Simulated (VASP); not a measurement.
Input of a VASP 6.6.1 run:

File INCAR:

```
SYSTEM = Re
PREC = Accurate
ENCUT = 520
EDIFF = 1E-6
ISMEAR = 0
SIGMA = 0.1
LREAL = .FALSE.
LASPH = .TRUE.
NELM = 60
ALGO = Normal
ISIF = 2
LWAVE = .FALSE.
LCHARG = .FALSE.
GGA = PS
NBANDS = 18
```

Contents of KPOINTS:

```
Automatic mesh
0
G
  11 11 11
  0 0 0
```

Contents of POSCAR:

```
Re
1.0
    1.3839230000      0.7990080000      6.6986080000
   -1.3839230000      0.7990080000      6.6986080000
    0.0000000000     -1.5980170000      6.6986080000
Re
3
Direct
    0.0000000000      0.0000000000      0.0000000000
    0.2221740000      0.2221740000      0.2221740000
    0.7778260000      0.7778260000      0.7778260000
```

Potentials or basis: VASP PAW PBE potentials, release 64 (Re).

The run is started by

```console
$ cat potpaw_PBE.64/Re/POTCAR > POTCAR
$ mpirun -np 1 vasp_std > vasp.out
```

Question: Predict the largest force.

Answer: 0.031 eV/Å.

Question: Predict the pressure.

Answer: -6.4 GPa.

Stress tensor (GPa, compression positive):
```
-6.31  0.00  0.00
 0.00 -6.31  0.00
 0.00  0.00 -6.71
```

Caveat: the PAW data sets were made with another functional, which shifts forces and pressure a little.
